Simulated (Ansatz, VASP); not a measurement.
## Al2O3 in VASP and in Ansatz

```
CELL_PARAMETERS angstrom
2.78861 0.00000 0.00000
-1.39431 2.41501 0.00000
0.00000 0.00000 7.09627
ATOMIC_POSITIONS crystal
Al 0.00000 0.00000 0.19074
Al 0.00000 0.00000 0.80926
O 0.33333 0.66667 0.27724
O 0.66667 0.33333 0.00000
O 0.33333 0.66667 0.72276
```

Alike in both runs: task single point; functional PBE; dispersion D3(BJ); k mesh 9 × 9 × 4; occupations gaussian, width 0.05 eV; no spin polarisation.

|  | VASP | Ansatz |
| --- | --- | --- |
| version | VASP 6.6.1 | Ansatz 0.2.0 |
| potentials or method | VASP PAW PBE potentials, release 64 (Al, O), cutoff 520 eV | scalar-relativistic, plane waves, PAW |
| valence electrons in the cell | 24 | 24 |

```csv
,VASP,Ansatz,Ansatz less VASP
gap on the k mesh at the Fermi level (eV),5.52,5.53,+0.011
least direct gap on the mesh (eV),5.70,5.71,+0.009
pressure (GPa),23.4,23.2,-0.25
"traceless stress, the component that is largest in VASP (GPa)",-6.95,-6.57,+0.384
rms of the force components (eV/Å),0.869,0.884,+0.0150
```

Atom by atom the forces differ by 0.018 eV/Å (rms over components).
